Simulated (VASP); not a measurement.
# CdSe (CsCl type) (Pm-3m) in VASP: single point with PBE

Aim: the single point of CdSe (CsCl type) with PBE.

Everything below comes from runs of VASP 6.6.1. Logs are shortened: lines on timing, memory, paths and dates and some standing lists are left out, and cuts for length are marked.

### 1 The cell of the first run

Symmetry: Pm-3m, No. 221, cubic system. Conventional cell: a = 3.152 Å, b = 3.152 Å, c = 3.152 Å, α = 90.00°, β = 90.00°, γ = 90.00°. Within 3.6 Å of Cd (site symmetry m-3m) lie 8 Se at 2.73 Å and 6 Cd at 3.15 Å. Within 3.6 Å of Se (site symmetry m-3m) lie 8 Cd at 2.73 Å and 6 Se at 3.15 Å.

### 2 Single point, PBE

File INCAR:

```
SYSTEM = CdSe
PREC     = Accurate       ! precision mode
ENCUT    = 520            ! plane-wave cutoff, eV
EDIFF    = 1E-6           ! SCF threshold, eV
ISMEAR   = -1             ! smearing method
SIGMA    = 0.05           ! smearing width, eV
LREAL    = .False.        ! projectors in reciprocal space
LASPH    = .True.         ! aspherical terms in the spheres
NELM     = 80             ! most SCF steps
ALGO     = Normal         ! electronic algorithm
ISIF     = 2              ! what is computed and relaxed
LWAVE    = .False.        ! write WAVECAR
LCHARG   = .True.         ! write CHGCAR
GGA      = PE             ! functional
LELF     = .True.         ! ELF
LVHAR    = .True.       
NBANDS   = 16             ! bands
```

File KPOINTS:

```
regular mesh
0
Gamma
  14 14 14
  0 0 0
```

File POSCAR:

```
CdSe
1.0
    3.1519088750      0.0000000000      0.0000000000
    0.0000000000      3.1519088750      0.0000000000
    0.0000000000      0.0000000000      3.1519088750
Cd Se
1 1
Direct
    0.0000000000      0.0000000000      0.0000000000
    0.5000000000      0.5000000000      0.5000000000
```

Potentials or basis: VASP PAW PBE potentials, release 64 (Cd, Se).

Launch:

```
cat potpaw_PBE.64/Cd/POTCAR potpaw_PBE.64/Se/POTCAR > POTCAR
mpirun -np 1 vasp_std > vasp.out
```

OUTCAR:

```text
SYSTEM = CdSe
   PREC = Accurate
   ENCUT = 520
   EDIFF = 1E-6
   ISMEAR = -1
   LREAL = .False.
   LASPH = .True.
   NELM = 80
   ISIF = 2
   GGA = PE

 ion  position               nearest neighbor table
   1  0.000  0.000  0.000-   2 2.73   2 2.73   2 2.73   2 2.73   2 2.73   2 2.73   2 2.73   2 2.73

   2  0.500  0.500  0.500-   1 2.73   1 2.73   1 2.73   1 2.73   1 2.73   1 2.73   1 2.73   1 2.73

  LATTYP: Found a simple cubic cell.
 ALAT       =     3.1519088750

  Lattice vectors:

 A1 = (   3.1519088750,   0.0000000000,   0.0000000000)
 A2 = (   0.0000000000,   3.1519088750,   0.0000000000)
 A3 = (   0.0000000000,   0.0000000000,   3.1519088750)

Analysis of symmetry for initial positions (statically):
=====================================================================
 Subroutine PRICEL returns:
 Original cell was already a primitive cell.

 Routine SETGRP: Setting up the symmetry group for a
 simple cubic supercell.

 Subroutine GETGRP returns: Found 48 space group operations
 (whereof 48 operations were pure point group operations)
 out of a pool of 48 trial point group operations.

The static configuration has the point symmetry O_h .

Analysis of symmetry for dynamics (positions and initial velocities):
=====================================================================
 Subroutine PRICEL returns:
 Original cell was already a primitive cell.

 Routine SETGRP: Setting up the symmetry group for a
 simple cubic supercell.

 Subroutine GETGRP returns: Found 48 space group operations
 (whereof 48 operations were pure point group operations)
 out of a pool of 48 trial point group operations.

The dynamic configuration has the point symmetry O_h .

 Subroutine INISYM returns: Found 48 space group operations
 (whereof 48 operations are pure point group operations),
 and found     1 'primitive' translations

----------------------------------------------------------------------------------------

                                     Primitive cell

  volume of cell :      31.3127

  direct lattice vectors                    reciprocal lattice vectors
     3.151908875  0.000000000  0.000000000     0.317268056  0.000000000  0.000000000
     0.000000000  3.151908875  0.000000000     0.000000000  0.317268056  0.000000000
     0.000000000  0.000000000  3.151908875     0.000000000  0.000000000  0.317268056

  length of vectors
     3.151908875  3.151908875  3.151908875     0.317268056  0.317268056  0.317268056

  position of ions in fractional coordinates (direct lattice)
     0.000000000  0.000000000  0.000000000
     0.500000000  0.500000000  0.500000000

  ion indices of the primitive-cell ions
   primitive index   ion index
                 1           1
                 2           2

----------------------------------------------------------------------------------------

 KPOINTS: regular mesh

Automatic generation of k-mesh.
 Grid dimensions read from file:
 generate k-points for:   14   14   14

 Generating k-lattice:

  Cartesian coordinates                     Fractional coordinates (reciprocal lattice)
     0.022662004  0.000000000  0.000000000     0.071428571  0.000000000  0.000000000
     0.000000000  0.022662004  0.000000000     0.000000000  0.071428571  0.000000000
     0.000000000  0.000000000  0.022662004     0.000000000  0.000000000  0.071428571

  Length of vectors
     0.022662004  0.022662004  0.022662004

  Shift w.r.t. Gamma in fractional coordinates (k-lattice)
     0.000000000  0.000000000  0.000000000

 Subroutine IBZKPT returns following result:
 ===========================================

 Found    120 irreducible k-points:

 Following reciprocal coordinates:
            Coordinates               Weight
  0.000000  0.000000  0.000000      1.000000
  0.071429  0.000000  0.000000      6.000000
  0.142857  0.000000  0.000000      6.000000
  0.214286  0.000000  0.000000      6.000000
  0.285714  0.000000  0.000000      6.000000
  0.357143  0.000000  0.000000      6.000000
[... 16 lines left out ...]
  0.285714  0.214286  0.000000     24.000000
  0.357143  0.214286  0.000000     24.000000
 [... further k-points ...]
   k-points           NKPTS =    120   k-points in BZ     NKDIM =    120   number of bands    NBANDS=     16
   number of dos      NEDOS =    301   number of ions     NIONS =      2
   total plane-waves  NPLWV =  13824
   dimension x,y,z NGX =    24 NGY =   24 NGZ =   24
   dimension x,y,z NGXF=    48 NGYF=   48 NGZF=   48
   ions per type =               1   1
   NGX,Y,Z   is equivalent  to a cutoff of  12.66, 12.66, 12.66 a.u.
   NGXF,Y,Z  is equivalent  to a cutoff of  25.32, 25.32, 25.32 a.u.
 SYSTEM =  CdSe
   PREC   = accura    normal or accurate (medium, high low for compatibility)
   ISTART =      0    job   : 0-new  1-cont  2-samecut
   ICHARG =      2    charge: 1-file 2-atom 10-const
   ISPIN  =      1    spin polarized calculation?
   LNONCOLLINEAR =      F non collinear calculations
   LSORBIT =      F    spin-orbit coupling
   LASPH  =      T    aspherical Exc in radial PAW
   ENCUT  =  520.0 eV  38.22 Ry    6.18 a.u.   5.86  5.86  5.86*2*pi/ulx,y,z
   NELM   =     80;   NELMIN=  2; NELMDL= -5     # of ELM steps
   EDIFF  = 0.1E-05   stopping-criterion for ELM
   LREAL  =      F    real-space projection
   EDIFFG = 0.1E-04   stopping-criterion for IOM
   NSW    =      0    number of steps for IOM
   IBRION =     -1    ionic relax: 0-MD 1-quasi-New 2-CG
   NFREE  =      0    steps in history (QN), initial steepest desc. (CG)
   ISIF   =      2    stress and relaxation
   ISYM   =      2    0-nonsym 1-usesym 2-fastsym
   POTIM  = 0.5000    time-step for ionic-motion
   TEBEG  =    0.0;   TEEND  =   0.0 temperature during run
   PSTRESS=    0.0 pullay stress
   NELECT =      18.0000    total number of electrons
   NUPDOWN=      -1.0000    fix difference up-down
   EMIN   =  10.00;   EMAX   =-10.00  energy-range for DOS
   EFERMI =   0.00;   METHOD = LEGACY
   ISMEAR =    -1;   SIGMA  =   0.05  broadening in eV -4-tet -1-fermi 0-gaus
   EFERMI_NEDOS =   21; number of points for ismear=-14 and -15
   IALGO  =     38    algorithm
   IMIX   =      4    mixing-type and parameters
     AMIX     =   0.40;   BMIX     =  1.00
     AMIX_MAG =   1.60;   BMIX_MAG =  1.00
  volume/ion in A,a.u.               =      15.66       105.65
  Fermi-wavevector in a.u.,A,eV,Ry     =   1.361211  2.572315 25.210160  1.852895
  Thomas-Fermi vector in A             =   2.487806
   LORBIT       =      0    0 simple, 1 ext, 2 COOP (PROOUT), +10 PAW based schemes
   GGA     = PE    functional components
   LHFCALC =     F    Hartree Fock is set to
   AEXX    =    0.0000 exact exchange contribution
   IVDW    =     0    specifies the selected vdW correction
   LEPSILON=     F    determine dielectric tensor
   LRPA    =     F    only Hartree local field effects (RPA)
 non-spin polarized calculation
  energy-cutoff  :      520.00
  volume of cell :       31.31
 maximum number of plane-waves:       876
 NGX is ok and might be reduce to    24
   NGX = 11   NGY = 11   NGZ = 11

 number of electron      18.0000012 magnetization

 Free energy of the ion-electron system (eV)
  ---------------------------------------------------
  ext. energy  EPLUGINS =         0.00000000
  ---------------------------------------------------
  free energy    TOTEN  =        -2.73531327 eV

  energy without entropy =       -2.72515468  energy(sigma->0) =       -2.73023398

 E-fermi :   7.2029     XC(G=0): -12.2814

 val. band max:        7.1980858288   @ k =   0.5000   0.1429   0.0714
 cond. band min:       7.2143179948   @ k =   0.5000   0.2143   0.0714
 fundamental gap:      0.0162321660
 Fermi energy:         7.2028862990

 k-point     1 :       0.0000    0.0000    0.0000
  band No.  band energies     occupation
      1      -9.3906      2.00000
      2      -2.8455      2.00000
      3      -2.8455      2.00000
      4      -1.8114      2.00000
      5      -1.8114      2.00000
      6      -1.8114      2.00000
[... 8 lines left out ...]
     15      21.5182      0.00000
     16      24.0488      0.00000

 k-point     2 :       0.0714    0.0000    0.0000
  band No.  band energies     occupation
      1      -9.3276      2.00000
      2      -2.8383      2.00000
      3      -2.8248      2.00000
      4      -1.8437      2.00000
      5      -1.8437      2.00000
      6      -1.8092      2.00000
[... 8 lines left out ...]
     15      21.0654      0.00000
     16      23.9335      0.00000

 k-point     3 :       0.1429    0.0000    0.0000
  band No.  band energies     occupation
      1      -9.1421      2.00000
      2      -2.8182      2.00000
      3      -2.7752      2.00000
      4      -1.9318      2.00000
      5      -1.9318      2.00000
      6      -1.8030      2.00000
[... 8 lines left out ...]
     15      20.0614      0.00000
     16      22.9185      0.00000

 k-point     4 :       0.2143    0.0000    0.0000
  band No.  band energies     occupation
      1      -8.8465      2.00000
      2      -2.7889      2.00000
      3      -2.7370      2.00000
      4      -2.0528      2.00000
      5      -2.0528      2.00000
      6      -1.7941      2.00000
[... 8 lines left out ...]
     15      19.2621      0.00000
     16      21.7638      0.00000

 k-point     5 :       0.2857    0.0000    0.0000
  band No.  band energies     occupation
      1      -8.4666      2.00000
      2      -2.7809      2.00000
      3      -2.7562      2.00000
      4      -2.1797      2.00000
      5      -2.1797      2.00000
      6      -1.7841      2.00000
[... 8 lines left out ...]
     15      19.9206      0.00000
     16      20.8062      0.00000

 k-point     6 :       0.3571    0.0000    0.0000
  band No.  band energies     occupation
      1      -8.0533      2.00000
      2      -2.9740      2.00000
      3      -2.7264      2.00000
      4      -2.2882      2.00000
      5      -2.2882      2.00000
      6      -1.7752      2.00000
[... 8 lines left out ...]
     15      20.0908      0.00000
     16      21.9398      0.00000
[... 267 lines left out ...]
 k-point    21 :       0.5000    0.1429    0.0000
  band No.  band energies     occupation
      1      -7.4538      2.00000
      2      -3.1463      2.00000
      3      -2.5937      2.00000
      4      -2.3402      2.00000
      5      -2.2946      2.00000
      6      -1.8395      2.00000
[... 8 lines left out ...]
     15      21.1451      0.00000
     16      22.1731      0.00000

 k-point    22 :       0.2143    0.2143    0.0000
  band No.  band energies     occupation
      1      -8.3693      2.00000
      2      -2.7638      2.00000
      3      -2.5133      2.00000
      4      -2.2189      2.00000
      5      -2.0586      2.00000
      6      -1.9387      2.00000
[... 8 lines left out ...]
     15      19.6968      0.00000
     16      20.7560      0.00000

 k-point    23 :       0.2857    0.2143    0.0000
  band No.  band energies     occupation
      1      -8.0475      2.00000
      2      -2.7880      2.00000
      3      -2.4373      2.00000
      4      -2.2257      2.00000
      5      -2.1300      2.00000
      6      -1.9470      2.00000
[... 8 lines left out ...]
     15      20.0431      0.00000
     16      20.6100      0.00000

 k-point    24 :       0.3571    0.2143    0.0000
  band No.  band energies     occupation
      1      -7.7124      2.00000
      2      -2.8355      2.00000
      3      -2.4294      2.00000
      4      -2.2122      2.00000
      5      -2.1724      2.00000
      6      -1.9331      2.00000
[... 8 lines left out ...]
     15      20.7981      0.00000
     16      21.6090      0.00000

 [... further k-points ...]

------------------------ aborting loop because EDIFF is reached ----------------------------------------

  FORCE on cell =-STRESS in cart. coord.  units (eV):
  Direction    XX          YY          ZZ          XY          YZ          ZX
  --------------------------------------------------------------------------------------
  -------------------------------------------------------------------------------------
  Total       10.0809625     10.0809625     10.0809625     -0.0000000     -0.0000000      0.0000000
  in kB      515.8122165    515.8122165    515.8122165     -0.0000000     -0.0000000      0.0000000
  external PRESSURE =     515.8122165 kB  Pullay stress =       0.0000000 kB

 VOLUME and BASIS-vectors are now :
 -----------------------------------------------------------------------------
  energy-cutoff  :      520.00
  volume of cell :       31.31
      direct lattice vectors                 reciprocal lattice vectors
     3.151908875  0.000000000  0.000000000     0.317268056  0.000000000  0.000000000
     0.000000000  3.151908875  0.000000000     0.000000000  0.317268056  0.000000000
     0.000000000  0.000000000  3.151908875     0.000000000  0.000000000  0.317268056

 POSITION                                       TOTAL-FORCE (eV/Angst)
 -----------------------------------------------------------------------------------
      0.00000      0.00000      0.00000         0.000000      0.000000      0.000000
      1.57595      1.57595      1.57595         0.000000      0.000000      0.000000
 -----------------------------------------------------------------------------------
    total drift:                                0.000000      0.000000      0.000000

  FREE ENERGIE OF THE ION-ELECTRON SYSTEM (eV)
  ---------------------------------------------------
  free  energy   TOTEN  =        -2.7353132704 eV

  energy  without entropy=       -2.7251546805  energy(sigma->0) =       -2.73023398
```

Run time: 47 s. Hardware: 1 thread of Intel Xeon 8259CL, shared host; peak memory 0.19 GiB.

Results:

* Free energy: -2.7353 eV
* Pressure: 51.6 GPa
* Band gap on the k mesh: zero (bands 9 and 10 overlap by 1.71 eV)

Caveat: the cell stands under pressure.
